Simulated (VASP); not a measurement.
# Sc2GaAs3 (R-3m) in VASP: a series of runs

The runs below take Sc2GaAs3 through single point, relaxation of cell and atoms, with PBE.

All numbers are computed with VASP 6.6.1; they aren't measurements. Logs are shortened: lines on timing, memory, paths and dates and some standing lists are left out, and cuts for length are marked.

### 1 The cell of the first run

It takes space group R-3m (No. 166, trigonal). Conventional cell: a = 5.834 Å, b = 5.834 Å, c = 12.316 Å, α = 90.00°, β = 90.00°, γ = 120.00°. Within 4.0 Å of Sc (site symmetry 3m) lie 9 As at 3.02 to 3.33 Å and 4 Sc at 3.20 to 3.49 Å and 3 Ga at 3.40 Å. Within 3.5 Å of Ga (site symmetry -3m) lie 6 As at 2.66 Å and 6 Sc at 3.40 Å. Within 3.5 Å of As (site symmetry 2/m) lie 2 Ga at 2.66 Å and 4 As at 2.92 Å and 6 Sc at 3.02 to 3.33 Å.

The cell was built from a structure type or drawn by symmetry, and may not be a known phase.

### 2 Single point, PBE

Contents of INCAR:

```
SYSTEM = Sc2GaAs3
ALGO = Normal
EDIFF = 1E-6
ENCUT = 500
GGA = PE
GGA_COMPAT = .False.
ISIF = 2
ISMEAR = 0
LASPH = .True.
LCHARG = .False.
LREAL = .False.
LWAVE = .False.
NBANDS = 34
NELM = 120
PREC = Accurate
SIGMA = 0.1
```

Contents of KPOINTS:

```
k-points
0
Gamma
  6 6 6
  0 0 0
```

Contents of POSCAR:

```
Sc2GaAs3
1.0
    2.9172435700      1.6842713600      4.1052820700
   -2.9172435700      1.6842713600      4.1052820700
    0.0000000000     -3.3685427200      4.1052820700
Sc Ga As
2 1 3
Direct
    0.6297956100      0.6297956100      0.6297956100
    0.3702043900      0.3702043900      0.3702043900
    0.0000000000      0.0000000000      0.0000000000
    0.0000000000      0.0000000000      0.5000000000
    0.5000000000      0.0000000000      0.0000000000
    0.0000000000      0.5000000000      0.0000000000
```

Potentials or basis: VASP PAW PBE potentials, release 64 (Sc_sv, Ga_d, As).

Started as:

```console
$ cat potpaw_PBE.64/Sc_sv/POTCAR potpaw_PBE.64/Ga_d/POTCAR potpaw_PBE.64/As/POTCAR > POTCAR
$ mpirun -np 1 vasp_std > vasp.out
```

OUTCAR:

```text
SYSTEM = Sc2GaAs3
   EDIFF = 1E-6
   ENCUT = 500
   GGA = PE
   ISIF = 2
   ISMEAR = 0
   LASPH = .True.
   LREAL = .False.
   NELM = 120
   PREC = Accurate

 ion  position               nearest neighbor table
   1  0.630  0.630  0.630-   4 3.02   5 3.02   6 3.02   2 3.20
   2  0.370  0.370  0.370-   4 3.02   5 3.02   6 3.02   1 3.20
   3  0.000  0.000  0.000-   4 2.66   4 2.66   6 2.66   5 2.66   6 2.66   5 2.66
   4  0.000  0.000  0.500-   3 2.66   3 2.66   5 2.92   6 2.92   6 2.92   5 2.92   1 3.02   2 3.02

   5  0.500  0.000  0.000-   3 2.66   3 2.66   4 2.92   4 2.92   6 2.92   6 2.92   1 3.02   2 3.02

   6  0.000  0.500  0.000-   3 2.66   3 2.66   4 2.92   4 2.92   5 2.92   5 2.92   1 3.02   2 3.02

  LATTYP: Found a trigonal (rhomboedric) cell.
 ALAT       =     5.3104068521
 COS(alpha) =     0.3964409208

  Lattice vectors:

 A1 = (   2.9172435700,   1.6842713600,   4.1052820700)
 A2 = (  -2.9172435700,   1.6842713600,   4.1052820700)
 A3 = (   0.0000000000,  -3.3685427200,   4.1052820700)

Analysis of symmetry for initial positions (statically):
=====================================================================
 Subroutine PRICEL returns:
 Original cell was already a primitive cell.

 Routine SETGRP: Setting up the symmetry group for a
 trigonal (rhombohedral) supercell.

 Subroutine GETGRP returns: Found 12 space group operations
 (whereof 12 operations were pure point group operations)
 out of a pool of 12 trial point group operations.

The static configuration has the point symmetry D_3d.

Analysis of symmetry for dynamics (positions and initial velocities):
=====================================================================
 Subroutine PRICEL returns:
 Original cell was already a primitive cell.

 Routine SETGRP: Setting up the symmetry group for a
 trigonal (rhombohedral) supercell.

 Subroutine GETGRP returns: Found 12 space group operations
 (whereof 12 operations were pure point group operations)
 out of a pool of 12 trial point group operations.

The dynamic configuration has the point symmetry D_3d.

 Subroutine INISYM returns: Found 12 space group operations
 (whereof 12 operations are pure point group operations),
 and found     1 'primitive' translations

----------------------------------------------------------------------------------------

                                     Primitive cell

  volume of cell :     121.0261

  direct lattice vectors                    reciprocal lattice vectors
     2.917243570  1.684271360  4.105282070     0.171394670  0.098954759  0.081196207
    -2.917243570  1.684271360  4.105282070    -0.171394670  0.098954759  0.081196207
     0.000000000 -3.368542720  4.105282070     0.000000000 -0.197909518  0.081196207

  length of vectors
     5.310406852  5.310406852  5.310406852     0.213918212  0.213918212  0.213918212

  position of ions in fractional coordinates (direct lattice)
     0.629795610  0.629795610  0.629795610
     0.370204390  0.370204390  0.370204390
     0.000000000  0.000000000  0.000000000
     0.000000000  0.000000000  0.500000000
     0.500000000  1.000000000  0.000000000
     1.000000000  0.500000000  0.000000000

  ion indices of the primitive-cell ions
   primitive index   ion index
                 1           1
                 2           2
                 3           3
                 4           4
                 5           5
                 6           6

----------------------------------------------------------------------------------------

 KPOINTS: k-points

Automatic generation of k-mesh.
 Grid dimensions read from file:
 generate k-points for:    6    6    6

 Generating k-lattice:

  Cartesian coordinates                     Fractional coordinates (reciprocal lattice)
     0.028565778  0.016492460  0.013532701     0.166666667 -0.000000000  0.000000000
    -0.028565778  0.016492460  0.013532701    -0.000000000  0.166666667  0.000000000
     0.000000000 -0.032984920  0.013532701     0.000000000  0.000000000  0.166666667

  Length of vectors
     0.035653035  0.035653035  0.035653035

  Shift w.r.t. Gamma in fractional coordinates (k-lattice)
     0.000000000  0.000000000  0.000000000

 Subroutine IBZKPT returns following result:
 ===========================================

 Found     32 irreducible k-points:

 Following reciprocal coordinates:
            Coordinates               Weight
  0.000000  0.000000  0.000000      1.000000
  0.166667  0.000000 -0.000000      6.000000
  0.333333 -0.000000 -0.000000      6.000000
  0.500000 -0.000000 -0.000000      3.000000
  0.166667  0.166667 -0.000000      6.000000
  0.333333  0.166667 -0.000000     12.000000
[... 16 lines left out ...]
  0.500000  0.500000  0.166667      6.000000
 -0.333333  0.500000  0.166667     12.000000
 [... further k-points ...]
   k-points           NKPTS =     32   k-points in BZ     NKDIM =     32   number of bands    NBANDS=     34
   number of dos      NEDOS =    301   number of ions     NIONS =      6
   total plane-waves  NPLWV =  64000
   dimension x,y,z NGX =    40 NGY =   40 NGZ =   40
   dimension x,y,z NGXF=    80 NGYF=   80 NGZF=   80
   ions per type =               2   1   3
   NGX,Y,Z   is equivalent  to a cutoff of  12.52, 12.52, 12.52 a.u.
   NGXF,Y,Z  is equivalent  to a cutoff of  25.04, 25.04, 25.04 a.u.
 SYSTEM =  Sc2GaAs3
   PREC   = accura    normal or accurate (medium, high low for compatibility)
   ISTART =      0    job   : 0-new  1-cont  2-samecut
   ICHARG =      2    charge: 1-file 2-atom 10-const
   ISPIN  =      1    spin polarized calculation?
   LNONCOLLINEAR =      F non collinear calculations
   LSORBIT =      F    spin-orbit coupling
   LASPH  =      T    aspherical Exc in radial PAW
   ENCUT  =  500.0 eV  36.75 Ry    6.06 a.u.   9.68  9.68  9.68*2*pi/ulx,y,z
   NELM   =    120;   NELMIN=  2; NELMDL= -5     # of ELM steps
   EDIFF  = 0.1E-05   stopping-criterion for ELM
   LREAL  =      F    real-space projection
   EDIFFG = 0.1E-04   stopping-criterion for IOM
   NSW    =      0    number of steps for IOM
   IBRION =     -1    ionic relax: 0-MD 1-quasi-New 2-CG
   NFREE  =      0    steps in history (QN), initial steepest desc. (CG)
   ISIF   =      2    stress and relaxation
   ISYM   =      2    0-nonsym 1-usesym 2-fastsym
   POTIM  = 0.5000    time-step for ionic-motion
   TEBEG  =    0.0;   TEEND  =   0.0 temperature during run
   PSTRESS=    0.0 pullay stress
   NELECT =      50.0000    total number of electrons
   NUPDOWN=      -1.0000    fix difference up-down
   EMIN   =  10.00;   EMAX   =-10.00  energy-range for DOS
   EFERMI =   0.00;   METHOD = LEGACY
   ISMEAR =     0;   SIGMA  =   0.10  broadening in eV -4-tet -1-fermi 0-gaus
   EFERMI_NEDOS =   21; number of points for ismear=-14 and -15
   IALGO  =     38    algorithm
   IMIX   =      4    mixing-type and parameters
     AMIX     =   0.40;   BMIX     =  1.00
     AMIX_MAG =   1.60;   BMIX_MAG =  1.00
  volume/ion in A,a.u.               =      20.17       136.12
  Fermi-wavevector in a.u.,A,eV,Ry     =   1.219285  2.304114 20.227175  1.486655
  Thomas-Fermi vector in A             =   2.354542
   LORBIT       =      0    0 simple, 1 ext, 2 COOP (PROOUT), +10 PAW based schemes
   GGA     = PE    functional components
   LHFCALC =     F    Hartree Fock is set to
   AEXX    =    0.0000 exact exchange contribution
   IVDW    =     0    specifies the selected vdW correction
   LEPSILON=     F    determine dielectric tensor
   LRPA    =     F    only Hartree local field effects (RPA)
 non-spin polarized calculation
 Gauss-broadening in eV      SIGMA  =   0.10
  energy-cutoff  :      500.00
  volume of cell :      121.03
 maximum number of plane-waves:      3104
   NGX = 19   NGY = 19   NGZ = 19

 number of electron      49.9999999 magnetization

 Free energy of the ion-electron system (eV)
  ---------------------------------------------------
  ext. energy  EPLUGINS =         0.00000000
  ---------------------------------------------------
  free energy    TOTEN  =       -30.76427609 eV

  energy without entropy =      -30.73351899  energy(sigma->0) =      -30.74889754

 E-fermi :   6.0789     XC(G=0): -10.5356

 val. band max:        6.0740943324   @ k =   0.5000   0.5000   0.3333
 cond. band min:       6.0843061035   @ k =   0.5000   0.5000   0.5000
 fundamental gap:      0.0102117711
 Fermi energy:         6.0789485520

 k-point     1 :       0.0000    0.0000    0.0000
  band No.  band energies     occupation
      1     -44.2654      2.00000
      2     -44.2402      2.00000
      3     -22.9299      2.00000
      4     -22.9299      2.00000
      5     -22.9022      2.00000
      6     -22.8775      2.00000
[... 26 lines left out ...]
     33       8.9077      0.00000
     34       8.9202      0.00000

 k-point     2 :       0.1667    0.0000   -0.0000
  band No.  band energies     occupation
      1     -44.2645      2.00000
      2     -44.2411      2.00000
      3     -22.9315      2.00000
      4     -22.9300      2.00000
      5     -22.9053      2.00000
      6     -22.8760      2.00000
[... 26 lines left out ...]
     33       8.5316      0.00000
     34       8.6886      0.00000

 k-point     3 :       0.3333   -0.0000   -0.0000
  band No.  band energies     occupation
      1     -44.2624      2.00000
      2     -44.2432      2.00000
      3     -22.9344      2.00000
      4     -22.9306      2.00000
      5     -22.9101      2.00000
      6     -22.8739      2.00000
[... 26 lines left out ...]
     33       8.1335      0.00000
     34       8.4373      0.00000

 k-point     4 :       0.5000   -0.0000   -0.0000
  band No.  band energies     occupation
      1     -44.2611      2.00000
      2     -44.2444      2.00000
      3     -22.9358      2.00000
      4     -22.9310      2.00000
      5     -22.9121      2.00000
      6     -22.8732      2.00000
[... 26 lines left out ...]
     33       8.3283      0.00000
     34       8.4319      0.00000

 k-point     5 :       0.1667    0.1667   -0.0000
  band No.  band energies     occupation
      1     -44.2639      2.00000
      2     -44.2417      2.00000
      3     -22.9363      2.00000
      4     -22.9277      2.00000
      5     -22.9055      2.00000
      6     -22.8786      2.00000
[... 621 lines left out ...]
 k-point    22 :      -0.1667    0.3333    0.1667
  band No.  band energies     occupation
      1     -44.2603      2.00000
      2     -44.2452      2.00000
      3     -22.9452      2.00000
      4     -22.9236      2.00000
      5     -22.9070      2.00000
      6     -22.8858      2.00000
[... 26 lines left out ...]
     33       8.1908      0.00000
     34       8.4510      0.00000

 k-point    23 :       0.5000    0.5000    0.1667
  band No.  band energies     occupation
      1     -44.2563      2.00000
      2     -44.2492      2.00000
      3     -22.9493      2.00000
      4     -22.9330      2.00000
      5     -22.9032      2.00000
      6     -22.8833      2.00000
[... 26 lines left out ...]
     33       8.1615      0.00000
     34       8.3189      0.00000

 k-point    24 :      -0.3333    0.5000    0.1667
  band No.  band energies     occupation
      1     -44.2569      2.00000
      2     -44.2486      2.00000
      3     -22.9495      2.00000
      4     -22.9301      2.00000
      5     -22.8977      2.00000
      6     -22.8914      2.00000
[... 26 lines left out ...]
     33       8.2084      0.00000
     34       8.4593      0.00000

 [... further k-points ...]

------------------------ aborting loop because EDIFF is reached ----------------------------------------

  FORCE on cell =-STRESS in cart. coord.  units (eV):
  Direction    XX          YY          ZZ          XY          YZ          ZX
  --------------------------------------------------------------------------------------
  -------------------------------------------------------------------------------------
  Total        0.4069242      0.4069242     -1.8222968      0.0000000      0.0000000     -0.0000000
  in kB        5.3869762      5.3869762    -24.1240760      0.0000000      0.0000000     -0.0000000
  external PRESSURE =      -4.4500412 kB  Pullay stress =       0.0000000 kB

 VOLUME and BASIS-vectors are now :
 -----------------------------------------------------------------------------
  energy-cutoff  :      500.00
  volume of cell :      121.03
      direct lattice vectors                 reciprocal lattice vectors
     2.917243570  1.684271360  4.105282070     0.171394670  0.098954759  0.081196207
    -2.917243570  1.684271360  4.105282070    -0.171394670  0.098954759  0.081196207
     0.000000000 -3.368542720  4.105282070     0.000000000 -0.197909518  0.081196207

 POSITION                                       TOTAL-FORCE (eV/Angst)
 -----------------------------------------------------------------------------------
      0.00000      0.00000      7.75647        -0.000000      0.000000      0.516812
      0.00000      0.00000      4.55938        -0.000000      0.000000     -0.516812
      0.00000      0.00000      0.00000        -0.000000     -0.000000      0.000000
      0.00000     -1.68427      2.05264        -0.000000      0.000000      0.000000
      1.45862      0.84214      2.05264         0.000000     -0.000000     -0.000000
     -1.45862      0.84214      2.05264         0.000000      0.000000     -0.000000
 -----------------------------------------------------------------------------------
    total drift:                                0.000000     -0.000000      0.000000

  FREE ENERGIE OF THE ION-ELECTRON SYSTEM (eV)
  ---------------------------------------------------
  free  energy   TOTEN  =       -30.7642760908 eV

  energy  without entropy=      -30.7335189856  energy(sigma->0) =      -30.74889754
```

It took 85 s on 1 thread of AMD EPYC 9R45 (Zen 5), shared host; peak memory 0.27 GiB.

What came out:

```yaml
Free_energy: -30.7643 eV
Pressure: -0.4 GPa
Largest_force: 0.517 eV/Å
Band_gap_on_the_k_mesh: zero (bands 25 and 26 overlap by 0.77 eV)
```

Forces in eV/Å, atoms in the order of the input:
```
Sc   0.000  0.000  0.517
Sc   0.000  0.000 -0.517
Ga   0.000  0.000  0.000
As   0.000  0.000  0.000
As   0.000  0.000  0.000
As   0.000  0.000  0.000
```

(Part 1 of 2 ends here.)
